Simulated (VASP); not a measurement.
# Si3C4 in VASP: relaxation of the atoms with PBE

Aim: the relaxation of the atoms of Si3C4 with PBE.

Everything below comes from runs of VASP 6.6.1. Logs are shortened: lines on timing, memory, paths and dates and some standing lists are left out, and cuts for length are marked.

### Step 1. The cell of the first run

The cell holds a slab with vacuum, 7 atoms: a = 3.097 Å, b = 3.097 Å, c = 20.970 Å, α = 90.00°, β = 90.00°, γ = 90.00°.

### Step 2. Relaxation of the atoms, PBE, collinear spin

Contents of INCAR:

```
SYSTEM = Si3C4
PREC     = Accurate       ! precision mode
ENCUT    = 520            ! plane-wave cutoff, eV
EDIFF    = 1E-6           ! SCF threshold, eV
ISMEAR   = 0              ! smearing method
SIGMA    = 0.05           ! smearing width, eV
LREAL    = .FALSE.        ! projectors in reciprocal space
LASPH    = .TRUE.         ! aspherical terms in the spheres
NELM     = 150            ! most SCF steps
ALGO     = Normal         ! electronic algorithm
ISIF     = 2              ! what is computed and relaxed
LWAVE    = .FALSE.        ! write WAVECAR
LCHARG   = .FALSE.        ! write CHGCAR
ISPIN    = 2              ! spin polarisation
MAGMOM   = 0 0 0 2 0 0 0  ! initial moments
LORBIT   = 11             ! projections on sites
LDIPOL   = .TRUE.       
IDIPOL   = 3            
DIPOL    = 0.5 0.5 0.344
GGA      = PE             ! functional
IBRION   = 2              ! ionic algorithm
NSW      = 36             ! ionic steps
EDIFFG   = -0.025         ! ionic threshold
KPAR     = 4
```

Contents of KPOINTS:

```
Automatic mesh
0
G
  9 9 1
  0 0 0
```

Contents of POSCAR:

```
Si3C4
1.0
    3.0967390168      0.0000000000      0.0000000000
    0.0000000000      3.0967390168      0.0000000000
    0.0000000000      0.0000000000     20.9699133985
C Si
4 3
Selective dynamics
Direct
    0.0000000000      0.5000000000      0.1907494764  F F F
    0.5000000000      0.0000000000      0.2951717082  F F F
    0.0000000000      0.5000000000      0.3986724483  F F F
    0.7500000000      1.0000000000      0.4799859052  F F T
    0.5000000000      0.5000000000      0.2429605923  F F F
    0.0000000000      0.0000000000      0.3461922397  F F F
    0.5000000000      0.5000000000      0.4515952555  F F F
```

Potentials or basis: VASP PAW PBE potentials, release 64 (C, Si).

On the command line:

```sh
$ cat potpaw_PBE.64/C/POTCAR potpaw_PBE.64/Si/POTCAR > POTCAR
$ mpirun -np 4 vasp_std > vasp.out
```

OUTCAR:

```text
SYSTEM = Si3C4
   PREC = Accurate
   ENCUT = 520
   EDIFF = 1E-6
   ISMEAR = 0
   LREAL = .FALSE.
   LASPH = .TRUE.
   NELM = 150
   ISIF = 2
   ISPIN = 2
   LORBIT = 11
   GGA = PE
   IBRION = 2
   NSW = 36
   EDIFFG = -0.025

 ion  position               nearest neighbor table
   1  0.000  0.500  0.191-   5 1.90   5 1.90
   2  0.500  0.000  0.295-   6 1.88   6 1.88   5 1.90   5 1.90
   3  0.000  0.500  0.399-   6 1.90   6 1.90   7 1.91   7 1.91
   4  0.750  0.000  0.480-   7 1.83   7 1.83
   5  0.500  0.500  0.243-   1 1.90   2 1.90   2 1.90   1 1.90   6 3.08   6 3.08   6 3.08   6 3.08

   6  0.000  0.000  0.346-   2 1.88   2 1.88   3 1.90   3 1.90   5 3.08   5 3.08   5 3.08   5 3.08
                             7 3.11   7 3.11   7 3.11   7 3.11
   7  0.500  0.500  0.452-   4 1.83   4 1.83   3 1.91   3 1.91   6 3.11   6 3.11   6 3.11   6 3.11

  LATTYP: Found a simple tetragonal cell.
 ALAT       =     3.0967390168
 C/A-ratio  =     6.7716114547

  Lattice vectors:

 A1 = (   3.0967390168,   0.0000000000,   0.0000000000)
 A2 = (   0.0000000000,   3.0967390168,   0.0000000000)
 A3 = (   0.0000000000,   0.0000000000,  20.9699133985)

Analysis of symmetry for initial positions (statically):
=====================================================================
 Subroutine PRICEL returns:
 Original cell was already a primitive cell.

 Routine SETGRP: Setting up the symmetry group for a
 simple tetragonal supercell.

 Subroutine GETGRP returns: Found  2 space group operations
 (whereof  2 operations were pure point group operations)
 out of a pool of 16 trial point group operations.

The static configuration has the point symmetry C_1h.

Analysis of symmetry for dynamics (positions and initial velocities):
=====================================================================
 Subroutine PRICEL returns:
 Original cell was already a primitive cell.

 Routine SETGRP: Setting up the symmetry group for a
 simple tetragonal supercell.

 Subroutine GETGRP returns: Found  2 space group operations
 (whereof  2 operations were pure point group operations)
 out of a pool of 16 trial point group operations.

The dynamic configuration has the point symmetry C_1h.

Analysis of constrained symmetry for selective dynamics:
=====================================================================
 Subroutine PRICEL returns:
 Original cell was already a primitive cell.

[... 179 lines left out ...]
  ext. energy  EPLUGINS =         0.00000000
  ---------------------------------------------------
  free energy    TOTEN  =       -45.56396333 eV

  energy without entropy =      -45.56009499  energy(sigma->0) =      -45.56202916

------------------------ aborting loop because EDIFF is reached ----------------------------------------

  FORCE on cell =-STRESS in cart. coord.  units (eV):
  Direction    XX          YY          ZZ          XY          YZ          ZX
  --------------------------------------------------------------------------------------
  -------------------------------------------------------------------------------------
  Total        1.7217833     -1.1847472      0.1996989      0.0000000      0.0000000     -2.1464815
  in kB       13.7177609     -9.4390963      1.5910376      0.0000000      0.0000000    -17.1014088
  external PRESSURE =       1.9565674 kB  Pullay stress =       0.0000000 kB
[... 71 lines left out ...]
 number of electron      27.9999997 magnetization      -0.0000013

 number of electron      27.9999997 magnetization       0.0000052

 dipolmoment           0.000000      0.000000     -0.066304 electrons x Angstroem

 Free energy of the ion-electron system (eV)
  ---------------------------------------------------
  ext. energy  EPLUGINS =         0.00000000
  ---------------------------------------------------
  free energy    TOTEN  =       -45.65143936 eV

  energy without entropy =      -45.64664852  energy(sigma->0) =      -45.64904394

 E-fermi :  -1.5257     XC(G=0):  -4.8572

 val. band max:       -1.5445874881   @ k =   0.2222   0.0000   0.0000
 cond. band min:      -1.5142593768   @ k =   0.1111   0.1111   0.0000
 fundamental gap:      0.0303281114
 Fermi energy:        -1.5256633027

 spin component 1

 k-point     1 :       0.0000    0.0000    0.0000
  band No.  band energies     occupation
      1     -17.0502      1.00000
      2     -15.5873      1.00000
      3     -13.0415      1.00000
      4     -11.3998      1.00000
      5      -7.1226      1.00000
      6      -5.0673      1.00000
[... 505 lines left out ...]
      6      -8.4004      1.00000
[... 11 lines left out ...]
     18       2.3260      0.00000
     19       2.9745      0.00000

 [... further k-points ...]

 spin component 2

 k-point     1 :       0.0000    0.0000    0.0000
  band No.  band energies     occupation
      1     -17.0502      1.00000
      2     -15.5873      1.00000
      3     -13.0415      1.00000
      4     -11.3998      1.00000
      5      -7.1226      1.00000
      6      -5.0673      1.00000
[... 505 lines left out ...]
      6      -8.4004      1.00000
[... 11 lines left out ...]
     18       2.3260      0.00000
     19       2.9745      0.00000

 [... further k-points ...]

------------------------ aborting loop because EDIFF is reached ----------------------------------------

 vacuum level on the upper side and lower side of the slab       (xc-potential included)        -0.611         0.607

  FORCE on cell =-STRESS in cart. coord.  units (eV):
  Direction    XX          YY          ZZ          XY          YZ          ZX
  --------------------------------------------------------------------------------------
  -------------------------------------------------------------------------------------
  Total        0.5256858     -2.0786922     -1.0366643      0.0000000      0.0000000     -2.3276393
  in kB        4.1882342    -16.5613192     -8.2592932      0.0000000      0.0000000    -18.5447254
  external PRESSURE =      -6.8774594 kB  Pullay stress =       0.0000000 kB
[... 22 lines left out ...]
  FREE ENERGIE OF THE ION-ELECTRON SYSTEM (eV)
  ---------------------------------------------------
  free  energy   TOTEN  =       -45.6514393556 eV

  energy  without entropy=      -45.6466485176  energy(sigma->0) =      -45.64904394

 reached required accuracy - stopping structural energy minimisation

 vacuum level on the upper side and lower side of the slab         4.557         5.806

 total charge

# of ion       s       p       d       tot
------------------------------------------
    1        0.927   1.301   0.000   2.228
    2        0.850   1.675   0.000   2.524
    3        0.855   1.651   0.000   2.506
    4        0.951   1.300   0.000   2.251
    5        0.711   0.962   0.000   1.673
    6        0.718   0.952   0.000   1.669
    7        0.713   0.947   0.000   1.660
--------------------------------------------------
tot          5.724   8.787   0.000  14.511

 magnetization (x)

# of ion       s       p       d       tot
------------------------------------------
    1        0.000   0.000   0.000   0.000
    2       -0.000   0.000   0.000   0.000
    3       -0.000   0.000   0.000   0.000
    4       -0.000  -0.000   0.000  -0.000
    5        0.000   0.000   0.000   0.000
    6        0.000   0.000   0.000   0.000
    7       -0.000   0.000   0.000  -0.000
--------------------------------------------------
tot          0.000   0.000   0.000   0.000
```

Run time: 5.5 min. Hardware: 4 MPI ranks of Intel Xeon Platinum 8488C (Sapphire Rapids), shared host; peak memory 0.45 GiB.

What came out:

```yaml
Free_energy: -45.6514 eV
Energy_gained_by_relaxing: 12.5 meV/atom
Ionic_steps: 3
Band_gap_on_the_k_mesh: zero (filled and empty bands overlap)
Net_moment: 0.00 μB per cell
Valence_electrons_inside_the_program's_atomic_spheres: C 2.23, 2.52, 2.51, 2.25; Si 1.67, 1.66 (each value once)
```

The path:
```
step  energy change (eV)  largest force on free atoms (eV/Å)  pressure (GPa)
   1              0.0000                              1.1903            0.20
   2             -0.0552                              0.7300           -0.15
   3             -0.0875                              0.0195           -0.69
```

Final structure:
```cif
data_structure
_symmetry_space_group_name_H-M 'P 1'
_symmetry_Int_Tables_number 1
_cell_length_a 3.0967
_cell_length_b 3.0967
_cell_length_c 20.9699
_cell_angle_alpha 90.000
_cell_angle_beta 90.000
_cell_angle_gamma 90.000
_cell_volume 201.10
loop_
_atom_site_label
_atom_site_type_symbol
_atom_site_fract_x
_atom_site_fract_y
_atom_site_fract_z
_atom_site_occupancy
C1 C 0.00000 0.50000 0.19075 1
C2 C 0.50000 0.00000 0.29517 1
C3 C 0.00000 0.50000 0.39867 1
C4 C 0.75000 0.00000 0.48707 1
Si1 Si 0.50000 0.50000 0.24296 1
Si2 Si 0.00000 0.00000 0.34619 1
Si3 Si 0.50000 0.50000 0.45160 1
```

The gap in the log of VASP goes by the Fermi energy; the results here count the filled bands.